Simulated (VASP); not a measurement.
Wanted: the native input for a VASP 6.6.1 run.

```
Task                   : single point
Functional             : PBEsol
Potentials or basis    : VASP PAW PBE potentials, release 64 (Mg, O)
Cutoff                 : 520 eV
k mesh                 : 9 × 9 × 6
Occupations            : gaussian, width 0.05 eV
Spin                   : no spin polarisation
Dipole correction      : no
Further INCAR settings : ALGO = Normal; EDIFF = 1e-07; NBANDS = 16
```

The structure of MgO lies in POSCAR:

```
MgO
1.0
    3.4004606526      0.0000000000      0.0000000000
   -1.7002303263      2.9448853097      0.0000000000
    0.0000000000      0.0000000000      4.6079642304
Mg O
2 2
Direct
    0.6666666667      0.3333333333      0.7500000000
    0.3333333333      0.6666666667      0.2500000000
    0.6666666667      0.3333333333      0.2500000000
    0.3333333333      0.6666666667      0.7500000000
```

This cell differs from its parent crystal: volume 11.536 Å^3 an atom, c/a of the conventional cell 1.3551.

The input as run:

INCAR

```
  ALGO = Normal
  EDIFF = 1E-7
  ENCUT = 520
  GGA = PS
  ISIF = 2
  ISMEAR = 0
  LASPH = T
  LCHARG = T
  LELF = T
  LREAL = F
  LVHAR = T
  LWAVE = F
  NBANDS = 16
  NELM = 100
  PREC = Accurate
  SIGMA = 0.05
```

KPOINTS

```
k-points
0
Gamma
  9 9 6
```

Potentials or basis: VASP PAW PBE potentials, release 64 (Mg, O).

Command:

```console
$ cat potpaw_PBE.64/Mg/POTCAR potpaw_PBE.64/O/POTCAR > POTCAR
$ mpirun -np 1 vasp_std > vasp.out
```

It gave:

```
Pressure               : -2.4 GPa
Band gap on the k mesh : 2.94 eV, direct
```

Caveat: the PAW data sets were made with another functional, which shifts forces and pressure a little.

Run time: 20 s on 1 thread of Intel(R) Xeon(R) Platinum 8488C (Sapphire Rapids), on a shared host, peak memory 0.19 GiB.
